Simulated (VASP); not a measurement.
Input of a VASP 6.6.1 run:

POSCAR

```
SiO2
1.0
   -2.4732446449      2.4732446449      3.5649482803
    2.4732446449     -2.4732446449      3.5649482803
    2.4732446449      2.4732446449     -3.5649482803
Si O
2 4
Direct
    0.0000000000      0.0000000000      0.0000000000
    0.7500000000      0.2500000000      0.5000000000
    0.9731664718      0.6250000000      0.8481664718
    0.3750000000      0.2231664718      0.3481664718
    0.7768335282      0.1250000000      0.1518335282
    0.8750000000      0.0268335282      0.6518335282
```

Contents of INCAR.step1:

```
SYSTEM = SiO2
PREC = Accurate
ENCUT = 520
ISMEAR = 0
SIGMA = 0.05
LREAL = .False.
LASPH = .True.
NELM = 80
NBANDS = 25
GGA = PE
ALGO = Normal
EDIFF = 1E-4
LWAVE = .True.
LCHARG = .False.
```

INCAR.step2

```
SYSTEM = SiO2
PREC = Accurate
ENCUT = 520
EDIFF = 1E-7
ISMEAR = 0
SIGMA = 0.05
LREAL = .False.
LASPH = .True.
NELM = 80
ALGO = Normal
ISIF = 2
LWAVE = .False.
LCHARG = .False.
METAGGA = R2SCAN
LMIXTAU = .True.
NBANDS = 25
ISTART = 1
```

File KPOINTS:

```
Automatic mesh
0
Gamma
  6 6 6
  0 0 0
```

Potentials or basis: VASP PAW PBE potentials, release 64 (Si, O).

Run with:

```sh
$ cat potpaw_PBE.64/Si/POTCAR potpaw_PBE.64/O/POTCAR > POTCAR
$ cp INCAR.step1 INCAR
$ mpirun -np 1 vasp_std > vasp.out
$ cp INCAR.step2 INCAR
$ mpirun -np 1 vasp_std > vasp.out
```

Task: Predict the pressure.

Result: 4.6 GPa.

Task: Estimate the largest force.

Result: 0.270 eV/Å.

Forces in eV/Å, atoms in the order of the input:
```
Si   0.000  0.000  0.000
Si   0.000  0.000  0.000
O    0.000  0.270  0.000
O    0.270  0.000  0.000
O    0.000 -0.270  0.000
O   -0.270  0.000  0.000
```

Caveat: the cell differs from its parent crystal (strain +0.000 along x and y, -0.025 along z); the PAW data sets were made with another functional, which shifts forces and pressure a little.
